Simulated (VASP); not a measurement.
Wanted: the native input for a VASP 6.6.1 run.

```
Task                   : single point
Functional             : PBE
Potentials or basis    : VASP PAW PBE potentials, release 64 (Zn, Si, N)
Cutoff                 : 600 eV
k mesh                 : 6 × 6 × 4
Occupations            : gaussian, width 0.1 eV
Spin                   : no spin polarisation
Dipole correction      : no
Further INCAR settings : ALGO = Normal; EDIFF = 1e-06; NBANDS = 24
```

The structure of Zn2SiN lies in POSCAR:

```
Zn2SiN
1.0
    3.4444949400      0.0000000000      0.0000000000
   -1.7222474700      2.9830201300      0.0000000000
    0.0000000000      0.0000000000      6.0575662800
Zn Si N
2 1 1
Direct
    0.0000000000      0.0000000000      0.2631756200
    0.0000000000      0.0000000000      0.7368243800
    0.0000000000      0.0000000000      0.0000000000
    0.0000000000      0.0000000000      0.5000000000
```

These files were run (other wordings do the same):

INCAR

```
SYSTEM = Zn2SiN
ALGO = Normal
EDIFF = 1E-6
ENCUT = 600
GGA = PE
GGA_COMPAT = .False.
ISIF = 2
ISMEAR = 0
LASPH = .True.
LCHARG = .False.
LREAL = .False.
LWAVE = .False.
NBANDS = 24
NELM = 120
PREC = Accurate
SIGMA = 0.1
```

KPOINTS

```
k-points
0
Gamma
  6 6 4
  0 0 0
```

Potentials or basis: VASP PAW PBE potentials, release 64 (Zn, Si, N).

Run with:

```console
$ cat potpaw_PBE.64/Zn/POTCAR potpaw_PBE.64/Si/POTCAR potpaw_PBE.64/N/POTCAR > POTCAR
$ mpirun -np 1 vasp_std > vasp.out
```

Results of the run:

```yaml
Pressure: 132.3 GPa
Largest_force: 7.874 eV/Å
```

Caveat: forces of over 1 eV/Å act on the atoms, so gaps and moduli don't describe the material at rest.

Run time: 33 s on 1 thread of AMD EPYC 7R43 64-Core Processor (Zen 3), with other jobs on the host, peak memory 0.16 GiB.
